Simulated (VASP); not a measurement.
A run of VASP 6.6.1:

INCAR

```
SYSTEM = Nb
PREC = Accurate
ENCUT = 600
EDIFF = 1E-6
ISMEAR = -1
SIGMA = 0.05
LREAL = .False.
LASPH = .True.
NELM = 60
ALGO = Normal
ISIF = 3
LWAVE = .False.
LCHARG = .False.
GGA = PE
IBRION = 2
NSW = 80
EDIFFG = -0.03
```

File KPOINTS:

```
regular mesh
0
Gamma
  7 7 7
  0 0 0
```

The input POSCAR:

```
Nb
1.0
    0.0000000000      2.9509137370      2.9509137370
    2.9509137370      0.0000000000      2.9509137370
    2.9509137370      2.9509137370      0.0000000000
Nb
2
Direct
    0.0000000000      0.0000000000      0.0000000000
    0.2500000000      0.2500000000      0.2500000000
```

Potentials or basis: VASP PAW PBE potentials, release 64 (Nb_sv).

Run with:

```console
$ cat potpaw_PBE.64/Nb_sv/POTCAR > POTCAR
$ mpirun -np 1 vasp_std > vasp.out
```

Hardware: 1 thread of Intel Xeon 8259CL, with other jobs on the host.

Estimate the wall time of this run.

Run time: 44 s on 1 thread of Intel Xeon 8259CL, with other jobs on the host, peak memory 0.21 GiB. Counts: scf iterations 13, k points 20, ion steps 1.
